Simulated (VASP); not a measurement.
Write the native input for VASP 6.6.1 that does the following.

- Task: single point
- Functional: PBE
- Potentials or basis: VASP PAW PBE potentials, release 64 (Tl_d)
- Cutoff: 520 eV
- k mesh: 12 × 8 × 12
- Occupations: gaussian, width 0.1 eV
- Spin: no spin polarisation
- Dipole correction: no
- Further INCAR settings: ALGO = Fast; EDIFF = 1e-06; NBANDS = 20

The structure of Tl lies in POSCAR:

```
Tl
1.0
    3.6426446600      0.0000000000     -0.0041456849
    0.0000000000      5.4895328548      0.0000000000
   -1.8177500838      0.0000000000      3.1576069707
Tl
2
Direct
    0.6665895434      0.2500000000      0.8331830372
    0.3334104566      0.7500000000      0.1668169628
```

These files were run (other wordings do the same):

INCAR

```
SYSTEM = Tl
ALGO     = Fast           ! electronic algorithm
EDIFF    = 1E-6           ! SCF threshold, eV
ENCUT    = 520            ! plane-wave cutoff, eV
GGA      = PE             ! functional
ISIF     = 2              ! what is computed and relaxed
ISMEAR   = 0              ! smearing method
LASPH    = .TRUE.         ! aspherical terms in the spheres
LCHARG   = .TRUE.         ! write CHGCAR
LELF     = .TRUE.         ! ELF
LREAL    = .FALSE.        ! projectors in reciprocal space
LVHAR    = .TRUE.       
LWAVE    = .FALSE.        ! write WAVECAR
NBANDS   = 20             ! bands
NELM     = 80             ! most SCF steps
PREC     = Accurate       ! precision mode
SIGMA    = 0.1            ! smearing width, eV
```

KPOINTS

```
k-points
0
G
  12 8 12
  0 0 0
```

Potentials or basis: VASP PAW PBE potentials, release 64 (Tl_d).

The run is started by

```console
$ cat potpaw_PBE.64/Tl_d/POTCAR > POTCAR
$ mpirun -np 1 vasp_std > vasp.out
```

It gave:

```json
{
  "Pressure": "-0.1 GPa",
  "Band gap on the k mesh": "zero (bands 13 and 14 overlap by 5.76 eV)"
}
```

Caveat: spin-orbit coupling is left out, which moves the levels of the heavy elements.

It took 2.3 min on 1 thread of AMD EPYC 7R13 Processor (Zen 3) (shared host), peak memory 0.31 GiB.
